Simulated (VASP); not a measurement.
Input of a VASP 6.6.1 run:

File INCAR:

```
ALGO = Normal
EDIFF = 1E-7
ENCUT = 520
GGA = PE
ISIF = 2
ISMEAR = -1
IVDW = 12
LASPH = T
LCHARG = F
LREAL = Auto
LWAVE = F
NBANDS = 88
NELM = 80
PREC = Accurate
SIGMA = 0.02
```

KPOINTS

```
k-points
0
Gamma
  1 1 1
```

The input POSCAR:

```
SN2O2
1.0
    9.5023080000      0.0000000000      0.0000000000
    0.0000000000      9.5023080000      0.0000000000
    0.0000000000      0.0000000000      9.5023080000
N S O
10 5 10
Direct
    0.0180166755      0.1483008128      0.2297547080
    0.0168274908      0.1839658323      0.3375600959
    0.3048206815      0.7590892655      0.5214522619
    0.1953420159      0.7797474045      0.4921646404
    0.4601934604      0.7537642434      0.9635553804
    0.4389986096      0.6585452713      0.9011179179
    0.6683007960      0.1321363189      0.4199927007
    0.6142402456      0.2347955886      0.4329790194
    0.9826875744      0.0799489977      0.7702128788
    0.9721006728      0.1199919009      0.8776815064
    0.9703116338      0.7953962343      0.1300947096
    0.6399603128      0.2354164904      0.9143462830
    0.6539253411      0.6978830827      0.3902841289
    0.2451193963      0.3899789399      0.6863595665
    0.2706816070      0.4637189197      0.2319752212
    0.9233440970      0.6869699446      0.2256399182
    0.9879494540      0.7861248025     -0.0213527072
    0.5240411066      0.2398154217      0.8122132013
    0.6268898040      0.1426811255      1.0355378925
    0.5835529642      0.5618319255      0.3617436943
    0.7501756415      0.7035553889      0.5050562453
    0.1448069248      0.4471755704      0.7869456557
    0.1978256230      0.2587897593      0.6132615360
    0.2444143044      0.6063158551      0.1975520053
    0.3406961761      0.3771399538      0.1241593095
```

Potentials or basis: VASP PAW PBE potentials, release 64 (N, S, O).

Run with:

```console
$ cat potpaw_PBE.64/N/POTCAR potpaw_PBE.64/S/POTCAR potpaw_PBE.64/O/POTCAR > POTCAR
$ mpirun -np 1 vasp_gam > vasp.out
```

**Question.** Estimate the pressure.

**Answer.** 0.5 GPa.

**Question.** Estimate the dispersion energy per atom.

**Answer.** -0.043 eV.

Forces in eV/Å, atoms in the order of the input:
```
N    0.081 -1.884 -5.600
N   -0.102  1.897  5.618
N    2.851 -0.525  0.782
N   -2.860  0.567 -0.750
N    0.375  1.619  1.075
N   -0.348 -1.617 -1.110
N    0.279 -0.519 -0.078
N   -0.310  0.458  0.088
N    0.265 -1.125 -2.861
N   -0.276  1.081  2.818
S    0.643  1.763  0.133
S   -0.867 -0.187 -0.219
S   -1.401 -1.423 -1.101
S   -1.323 -1.932 -0.665
S    1.129 -2.550 -0.724
O   -0.281 -0.867 -0.616
O   -0.358 -0.920  0.401
O    0.718 -0.020  0.605
O    0.077  0.239 -0.343
O    0.515  1.297  0.143
O    0.768  0.157  1.017
O    0.419  0.168 -0.067
O    1.016  1.796  0.756
O   -0.446  1.992 -0.292
O   -0.566  0.536  0.990
```

Caveat: the k points lie up to 0.66 Å⁻¹ apart; the standard files for N, O and F lose accuracy on very short bonds.
